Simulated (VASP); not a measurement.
# Be (Pm-3m) in VASP: notebook

Be is run at these levels: LDA; tasks: single point.

Program: VASP 6.6.1. These are calculated values, not measurements. Logs are shortened: lines on timing, memory, paths and dates and some standing lists are left out, and cuts for length are marked.

## (1) The cell of the first run

The structure is cubic, space group Pm-3m (No. 221). The conventional cell has a = 1.988 Å, b = 1.988 Å, c = 1.988 Å, α = 90.00°, β = 90.00°, γ = 90.00°. Within 2.6 Å of Be (site symmetry m-3m) lie 6 Be at 1.99 Å.

This isn't the form of Be at room conditions, which is hcp.

## (2) Single point, LDA (7.86 Å³/atom)

INCAR reads:

```
SYSTEM = Be
PREC = Accurate
ENCUT = 600
EDIFF = 1E-6
ISMEAR = -1
SIGMA = 0.1
LREAL = .False.
LASPH = .True.
NELM = 120
ALGO = Normal
ISIF = 2
LWAVE = .False.
LCHARG = .False.
GGA = CA
NBANDS = 7
GGA_COMPAT = .False.
```

KPOINTS reads:

```
Automatic mesh
0
Gamma
  21 21 21
  0 0 0
```

POSCAR reads:

```
Be
1.0
    1.9879060893      0.0000000000      0.0000000000
    0.0000000000      1.9879060893      0.0000000000
    0.0000000000      0.0000000000      1.9879060893
Be
1
Direct
    0.0000000000      0.0000000000      0.0000000000
```

Potentials or basis: VASP PAW LDA potentials, release 64 (Be).

Command:

```bash
> cat potpaw_LDA.64/Be/POTCAR > POTCAR
> mpirun -np 1 vasp_std > vasp.out
```

OUTCAR:

```text
SYSTEM = Be
   PREC = Accurate
   ENCUT = 600
   EDIFF = 1E-6
   ISMEAR = -1
   LREAL = .False.
   LASPH = .True.
   NELM = 120
   ISIF = 2
   GGA = CA

 ion  position               nearest neighbor table
   1  0.000  0.000  0.000-

  LATTYP: Found a simple cubic cell.
 ALAT       =     1.9879060893

  Lattice vectors:

 A1 = (   1.9879060893,   0.0000000000,   0.0000000000)
 A2 = (   0.0000000000,   1.9879060893,   0.0000000000)
 A3 = (   0.0000000000,   0.0000000000,   1.9879060893)

Analysis of symmetry for initial positions (statically):
=====================================================================
 Subroutine PRICEL returns:
 Original cell was already a primitive cell.

 Routine SETGRP: Setting up the symmetry group for a
 simple cubic supercell.

 Subroutine GETGRP returns: Found 48 space group operations
 (whereof 48 operations were pure point group operations)
 out of a pool of 48 trial point group operations.

The static configuration has the point symmetry O_h .

Analysis of symmetry for dynamics (positions and initial velocities):
=====================================================================
 Subroutine PRICEL returns:
 Original cell was already a primitive cell.

 Routine SETGRP: Setting up the symmetry group for a
 simple cubic supercell.

 Subroutine GETGRP returns: Found 48 space group operations
 (whereof 48 operations were pure point group operations)
 out of a pool of 48 trial point group operations.

The dynamic configuration has the point symmetry O_h .

 Subroutine INISYM returns: Found 48 space group operations
 (whereof 48 operations are pure point group operations),
 and found     1 'primitive' translations

----------------------------------------------------------------------------------------

                                     Primitive cell

  volume of cell :       7.8557

  direct lattice vectors                    reciprocal lattice vectors
     1.987906089  0.000000000  0.000000000     0.503041872  0.000000000  0.000000000
     0.000000000  1.987906089  0.000000000     0.000000000  0.503041872  0.000000000
     0.000000000  0.000000000  1.987906089     0.000000000  0.000000000  0.503041872

  length of vectors
     1.987906089  1.987906089  1.987906089     0.503041872  0.503041872  0.503041872

  position of ions in fractional coordinates (direct lattice)
     0.000000000  0.000000000  0.000000000

  ion indices of the primitive-cell ions
   primitive index   ion index
[... 73 lines left out ...]
   EDIFF  = 0.1E-05   stopping-criterion for ELM
   LREAL  =      F    real-space projection
   EDIFFG = 0.1E-04   stopping-criterion for IOM
   NSW    =      0    number of steps for IOM
   IBRION =     -1    ionic relax: 0-MD 1-quasi-New 2-CG
   NFREE  =      0    steps in history (QN), initial steepest desc. (CG)
   ISIF   =      2    stress and relaxation
   ISYM   =      2    0-nonsym 1-usesym 2-fastsym
   POTIM  = 0.5000    time-step for ionic-motion
   TEBEG  =    0.0;   TEEND  =   0.0 temperature during run
   PSTRESS=    0.0 pullay stress
   NELECT =       2.0000    total number of electrons
   NUPDOWN=      -1.0000    fix difference up-down
   EMIN   =  10.00;   EMAX   =-10.00  energy-range for DOS
   EFERMI =   0.00;   METHOD = LEGACY
   ISMEAR =    -1;   SIGMA  =   0.10  broadening in eV -4-tet -1-fermi 0-gaus
   EFERMI_NEDOS =   21; number of points for ismear=-14 and -15
   IALGO  =     38    algorithm
   IMIX   =      4    mixing-type and parameters
     AMIX     =   0.40;   BMIX     =  1.00
     AMIX_MAG =   1.60;   BMIX_MAG =  1.00
  volume/ion in A,a.u.               =       7.86        53.01
  Fermi-wavevector in a.u.,A,eV,Ry     =   1.037582  1.960745 14.647702  1.076576
  Thomas-Fermi vector in A             =   2.172026
   LORBIT       =      0    0 simple, 1 ext, 2 COOP (PROOUT), +10 PAW based schemes
   GGA     = CA    functional components
   LHFCALC =     F    Hartree Fock is set to
   AEXX    =    0.0000 exact exchange contribution
   IVDW    =     0    specifies the selected vdW correction
   LEPSILON=     F    determine dielectric tensor
   LRPA    =     F    only Hartree local field effects (RPA)
 non-spin polarized calculation
  energy-cutoff  :      600.00
  volume of cell :        7.86
 maximum number of plane-waves:       280
 NGX is ok and might be reduce to    16
   NGX =  7   NGY =  7   NGZ =  7

 number of electron       2.0000000 magnetization

 Free energy of the ion-electron system (eV)
  ---------------------------------------------------
  ext. energy  EPLUGINS =         0.00000000
  ---------------------------------------------------
  free energy    TOTEN  =        -3.01277535 eV

  energy without entropy =       -3.00087638  energy(sigma->0) =       -3.00682586

 E-fermi :   6.8610     XC(G=0): -10.6317

 val. band max:        6.8503247515   @ k =   0.4762   0.3333   0.0000
 cond. band min:       6.8680704710   @ k =   0.4286   0.1429   0.0952
 fundamental gap:      0.0177457195
 Fermi energy:         6.8610212857

 k-point     1 :       0.0000    0.0000    0.0000
  band No.  band energies     occupation
      1      -4.3729      2.00000
      2      22.8740      0.00000
      3      22.8740      0.00000
      4      22.8740      0.00000
      5      29.1740      0.00000
      6      29.1740      0.00000
      7      41.0322      0.00000
[... 221 lines left out ...]
 k-point    24 :       0.1905    0.0952    0.0000
  band No.  band energies     occupation
      1      -3.1422      2.00000
      2      15.2028      0.00000
      3      21.5097      0.00000
      4      24.2125      0.00000
      5      33.1002      0.00000
      6      37.7920      0.00000
      7      40.2028      0.00000

 [... further k-points ...]

------------------------ aborting loop because EDIFF is reached ----------------------------------------

  FORCE on cell =-STRESS in cart. coord.  units (eV):
  Direction    XX          YY          ZZ          XY          YZ          ZX
  --------------------------------------------------------------------------------------
  -------------------------------------------------------------------------------------
  Total        1.2978904      1.2978904      1.2978904      0.0000000      0.0000000      0.0000000
  in kB      264.7043067    264.7043067    264.7043067      0.0000000      0.0000000      0.0000000
  external PRESSURE =     264.7043067 kB  Pullay stress =       0.0000000 kB

 VOLUME and BASIS-vectors are now :
 -----------------------------------------------------------------------------
  energy-cutoff  :      600.00
  volume of cell :        7.86
      direct lattice vectors                 reciprocal lattice vectors
     1.987906089  0.000000000  0.000000000     0.503041872  0.000000000  0.000000000
     0.000000000  1.987906089  0.000000000     0.000000000  0.503041872  0.000000000
     0.000000000  0.000000000  1.987906089     0.000000000  0.000000000  0.503041872

 POSITION                                       TOTAL-FORCE (eV/Angst)
 -----------------------------------------------------------------------------------
      0.00000      0.00000      0.00000         0.000000      0.000000      0.000000
 -----------------------------------------------------------------------------------
    total drift:                               -0.000000     -0.000000     -0.000000

  FREE ENERGIE OF THE ION-ELECTRON SYSTEM (eV)
  ---------------------------------------------------
  free  energy   TOTEN  =        -3.0127753514 eV

  energy  without entropy=       -3.0008763785  energy(sigma->0) =       -3.00682586
```

Run time: 5.5 s. Hardware: 1 thread of Intel Xeon 8259CL, shared host; peak memory 0.12 GiB.

What came out:

| Item | Value |
| --- | --- |
| Free energy | -3.0128 eV |
| Pressure | 26.5 GPa |
| Band gap on the k mesh | zero (bands 1 and 2 overlap by 7.14 eV) |

Caveat: the cell stands under pressure.

(Part 1 of 2 ends here.)
